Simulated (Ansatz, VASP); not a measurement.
## One calculation of Au, two programs

Contents of INCAR:

```
PREC = Accurate
ENCUT = 520
EDIFF = 1E-7
ISMEAR = 0
SIGMA = 0.15
LREAL = F
LASPH = T
NELM = 60
ALGO = Fast
ISIF = 2
LWAVE = F
LCHARG = F
GGA = PS
NBANDS = 12
```

KPOINTS

```
Automatic mesh
0
Gamma
  22 22 22
```

Contents of POSCAR:

```
Au
1.0
    0.0000000000      2.1593672412      1.8354621550
    2.1593672412      0.0000000000      1.8354621550
    2.1593672412      2.1593672412      0.0000000000
Au
1
Direct
    0.0000000000      0.0000000000      0.0000000000
```

Input for Ansatz:

```yaml
crystal:
  lattice:
    - [0.0, 2.1593672412, 1.835462155]
    - [2.1593672412, 0.0, 1.835462155]
    - [2.1593672412, 2.1593672412, 0.0]
  atoms:
    - { symbol: Au, position: [0.0, 0.0, 0.0] }
basis:
  ecutwfc: 420
kpoints:
  mp_grid: { grid: [22, 22, 22] }
hamiltonian:
  xc: pbesol
scf:
  occupations: { method: gaussian, width: 0.15 }
output:
  forces: true
  stress: true
  eigenvalues: true
```

Alike in both runs: task single point; functional PBEsol; k mesh 22 × 22 × 22; occupations gaussian, width 0.15 eV; no spin polarisation.

|  | VASP | Ansatz |
| --- | --- | --- |
| version | VASP 6.6.1 | Ansatz 0.2.0 |
| potentials or method | VASP PAW PBE potentials, release 64 (Au), cutoff 520 eV | scalar-relativistic, plane waves, PAW |
| valence electrons in the cell | 11 | 19 |

Ansatz gave:

* gap on the k mesh at the Fermi level (eV): none
* pressure (GPa): -0.7
* traceless stress, the component that is largest in VASP (GPa): 0.68

**Question.** Which values does VASP return?

**Answer.** gap on the k mesh at the Fermi level (eV): none; pressure (GPa): -1.0; traceless stress, the component that is largest in VASP (GPa): 0.70.

VASP's potentials were made for PBE, not for PBEsol. A gap of «none» marks a metal or a gap that the smearing closes. VASP's potentials hold 11 valence electrons a cell and Ansatz's 19, so a difference there can come from the potentials and not from the codes.

Neither program's run includes spin-orbit coupling.
